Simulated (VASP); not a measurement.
Here is a VASP 6.6.1 calculation.

Contents of INCAR:

```
SYSTEM = TiO2
  ALGO = Normal
  EDIFF = 1E-6
  ENCUT = 520
  GGA = CA
  ISIF = 2
  ISMEAR = -1
  LASPH = .True.
  LCHARG = .False.
  LREAL = .False.
  LWAVE = .False.
  NBANDS = 33
  NELM = 80
  PREC = Accurate
  SIGMA = 0.05
```

KPOINTS

```
k-points
0
Gamma
  6 6 9
  0 0 0
```

POSCAR

```
TiO2
1.0
    4.5059367448      0.0000000000      0.0000000000
    0.0000000000      4.5059367448      0.0000000000
    0.0000000000      0.0000000000      2.8988044961
Ti O
2 4
Direct
    0.0000000000      0.0000000000      0.5000000000
    0.5000000000      0.5000000000      0.0000000000
    0.3043213200      0.3043213200      0.5000000000
    0.1956786800      0.8043213200      0.0000000000
    0.8043213200      0.1956786800      0.0000000000
    0.6956786800      0.6956786800      0.5000000000
```

Potentials or basis: VASP PAW LDA potentials, release 64 (Ti_sv, O).

Run with:

```bash
$ cat potpaw_LDA.64/Ti_sv/POTCAR potpaw_LDA.64/O/POTCAR > POTCAR
$ mpirun -np 1 vasp_std > vasp.out
```

Q: Estimate the band gap on the k mesh.

A: 1.90 eV.

Q: What does it give for the pressure?

A: 8.3 GPa.

Q: Predict the largest force.

A: 0.215 eV/Å.

Stress tensor (GPa, compression positive):
```
7.78 0.00 0.00
0.00 7.78 0.00
0.00 0.00 9.23
```

Caveat: the cell stands under pressure; an odd mesh through Γ misses points on the zone boundary, where band edges can lie.
